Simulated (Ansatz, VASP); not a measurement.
# One calculation of C, two programs

The input POSCAR:

```
C
1.0
    0.0000000000      2.3662875000      3.3480000000
    1.3661500000      0.0000000000      3.3480000000
    1.3661500000      2.3662875000      0.0000000000
C
2
Direct
    0.1666700000      0.8333300000      0.1666700000
    0.8333300000      0.1666700000      0.8333300000
```

File INCAR.step1:

```
SYSTEM = C
PREC = Accurate
ENCUT = 520
ISMEAR = 0
SIGMA = 0.05
LREAL = .FALSE.
LASPH = .TRUE.
NELM = 60
NBANDS = 11
GGA = PE
ALGO = Normal
EDIFF = 1E-4
LWAVE = .TRUE.
LCHARG = .FALSE.
```

The input INCAR.step2:

```
SYSTEM = C
PREC = Accurate
ENCUT = 520
EDIFF = 1E-7
ISMEAR = 0
SIGMA = 0.05
LREAL = .FALSE.
LASPH = .TRUE.
NELM = 60
ALGO = Normal
ISIF = 2
LWAVE = .FALSE.
LCHARG = .TRUE.
METAGGA = R2SCAN
LMIXTAU = .TRUE.
LELF = .TRUE.
LVHAR = .TRUE.
NBANDS = 11
ISTART = 1
```

File KPOINTS:

```
regular mesh
0
G
  14 14 14
  0 0 0
```

Input for Ansatz:

```yaml
crystal:
  lattice:
    - [0.0, 2.3662875, 3.348]
    - [1.36615, 0.0, 3.348]
    - [1.36615, 2.3662875, 0.0]
  atoms:
    - { symbol: C, position: [0.16667, 0.83333, 0.16667] }
    - { symbol: C, position: [0.83333, 0.16667, 0.83333] }
basis:
  ecutwfc: 500
kpoints:
  mp_grid: { grid: [14, 14, 14] }
hamiltonian:
  xc: r2scan
scf:
  occupations: { method: gaussian, width: 0.05 }
output:
  forces: true
  stress: true
  eigenvalues: true
```

Change from the starting cell: strain +0.1125 x Voigt [1, 1, 0, 0, 0, 0], atoms carried along.

Alike in both runs: task single point; functional r2SCAN; k mesh 14 × 14 × 14; occupations gaussian, width 0.05 eV; no spin polarisation.

|  | VASP | Ansatz |
| --- | --- | --- |
| version | VASP 6.6.1 | Ansatz 0.2.0 |
| potentials or method | VASP PAW PBE potentials, release 64 (C), cutoff 520 eV | scalar-relativistic, plane waves, PAW |
| valence electrons in the cell | 8 | 8 |

```tsv
	VASP	Ansatz	Ansatz less VASP
gap on the k mesh at the Fermi level (eV)	none	none	-
pressure (GPa)	-55.8	-56.1	-0.37
traceless stress, the component that is largest in VASP (GPa)	58.10	58.52	+0.427
rms of the force components (eV/Å)	0.013	0.013	0.0000
```

VASP's potentials were made for PBE, not for r2SCAN. Atom by atom the forces differ by 0.000 eV/Å (rms over components). A gap of «none» marks a metal or a gap that the smearing closes. Both programs put the cell under strong tension, so it lies far from rest at this level. With one functional, cell and mesh, what is left measures potentials, basis and numerics.

Noted on VASP's run: the cell as given lies far from equilibrium.
